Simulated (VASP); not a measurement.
A run of VASP 6.6.1 is set up as follows.

Contents of INCAR:

```
  PREC = Accurate
  ENCUT = 520
  EDIFF = 1E-7
  ISMEAR = 0
  SIGMA = 0.15
  LREAL = False
  LASPH = True
  NELM = 60
  ALGO = Fast
  ISIF = 2
  LWAVE = False
  LCHARG = False
  GGA = PE
  IVDW = 12
  NBANDS = 16
```

The input KPOINTS:

```
Automatic mesh
0
Gamma
  10 10 6
```

POSCAR

```
Rb
1.0
    2.4740083059     -4.3297492603      0.0000000000
    2.4740083059      4.3297492603      0.0000000000
    0.0000000000      0.0000000000      7.6005071405
Rb
2
Direct
    0.8359965595      0.1640034405      0.7500000000
    0.1640034405      0.8359965595      0.2500000000
```

Potentials or basis: VASP PAW PBE potentials, release 64 (Rb_sv).

Command:

```sh
$ cat potpaw_PBE.64/Rb_sv/POTCAR > POTCAR
$ mpirun -np 1 vasp_std > vasp.out
```

(1) Estimate the pressure.

(2) Estimate the dispersion energy per atom.

## Answers

(1) 0.2 GPa.

(2) -0.113 eV.

Caveat: the cell differs from its parent crystal (normal strain along x +0.0000, normal strain along z -0.0550).
